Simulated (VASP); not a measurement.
CdSe, 2 atoms in the cell. It takes space group F-43m (No. 216, cubic). Conventional cell: a = 6.061 Å, b = 6.061 Å, c = 6.061 Å, α = 90.00°, β = 90.00°, γ = 90.00°. Within 3.5 Å of Cd (site symmetry -43m) lie 4 Se at 2.62 Å. Within 3.5 Å of Se (site symmetry -43m) lie 4 Cd at 2.62 Å. 

- Program: VASP 6.6.1
- Task: single point
- Functional: r2SCAN
- Potentials or basis: VASP PAW PBE potentials, release 64 (Cd, Se)
- Cutoff: 520 eV
- k mesh: 8 × 8 × 8
- Occupations: gaussian, width 0.01 eV
- Spin: no spin polarisation
- Dipole correction: no
- Further INCAR settings: ALGO = Normal; EDIFF = 1e-07; NBANDS = 16

Potentials or basis: VASP PAW PBE potentials, release 64 (Cd, Se).

The run is started by

```bash
$ cat potpaw_PBE.64/Cd/POTCAR potpaw_PBE.64/Se/POTCAR > POTCAR
$ cp INCAR.step1 INCAR
$ mpirun -np 1 vasp_std > vasp.out
$ cp INCAR.step2 INCAR
$ mpirun -np 1 vasp_std > vasp.out
```

Hardware: 1 thread of Intel(R) Xeon(R) Platinum 8488C (Sapphire Rapids) (shared host).

**Question.** How long does it take, and how much memory?

**Answer.** Wall time 82 s on 1 thread of Intel(R) Xeon(R) Platinum 8488C (Sapphire Rapids) (shared host), peak memory 0.19 GiB. Counts: k points 29.
